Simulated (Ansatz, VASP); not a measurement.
## Al in VASP and in Ansatz

INCAR

```
PREC = Accurate
ENCUT = 520
EDIFF = 1E-6
ISMEAR = 0
SIGMA = 0.15
LREAL = False
LASPH = True
NELM = 80
ALGO = Fast
ISIF = 2
LWAVE = False
LCHARG = True
GGA = PS
LELF = True
LVHAR = True
NBANDS = 8
```

KPOINTS

```
Automatic mesh
0
Gamma
  20 20 20
```

File POSCAR:

```
Al
1.0
    0.0000000000      2.0442198000      2.0239800000
    2.0037402000      0.0000000000      2.0239800000
    2.0037402000      2.0442198000      0.0000000000
Al
1
Direct
    0.0000000000      0.0000000000      0.0000000000
```

Input for Ansatz:

```yaml
crystal:
  lattice:
    - [0.0, 2.0442198, 2.02398]
    - [2.0037402, 0.0, 2.02398]
    - [2.0037402, 2.0442198, 0.0]
  atoms:
    - { symbol: Al, position: [0.0, 0.0, 0.0] }
basis:
  ecutwfc: 420
kpoints:
  mp_grid: { grid: [20, 20, 20] }
hamiltonian:
  xc: pbesol
scf:
  occupations: { method: gaussian, width: 0.15 }
output:
  forces: true
  stress: true
  eigenvalues: true
```

Change from the starting cell: strain -0.0100 x Voigt [1, -1, 0, 0, 0, 0], atoms carried along.

Alike in both runs: task single point; functional PBEsol; k mesh 20 × 20 × 20; occupations gaussian, width 0.15 eV; no spin polarisation.

|  | VASP | Ansatz |
| --- | --- | --- |
| version | VASP 6.6.1 | Ansatz 0.2.0 |
| potentials or method | VASP PAW PBE potentials, release 64 (Al), cutoff 520 eV | scalar-relativistic, plane waves, PAW |
| valence electrons in the cell | 3 | 3 |

```tsv
	VASP	Ansatz	Ansatz less VASP
gap on the k mesh at the Fermi level (eV)	none	none	-
pressure (GPa)	-1.8	-1.9	-0.05
traceless stress, the component that is largest in VASP (GPa)	-0.33	-0.33	-0.001
```

VASP's potentials were made for PBE, not for PBEsol. A gap of «none» marks a metal or a gap that the smearing closes. The functional is the same, so the differences come from potentials, cutoffs and numerics.
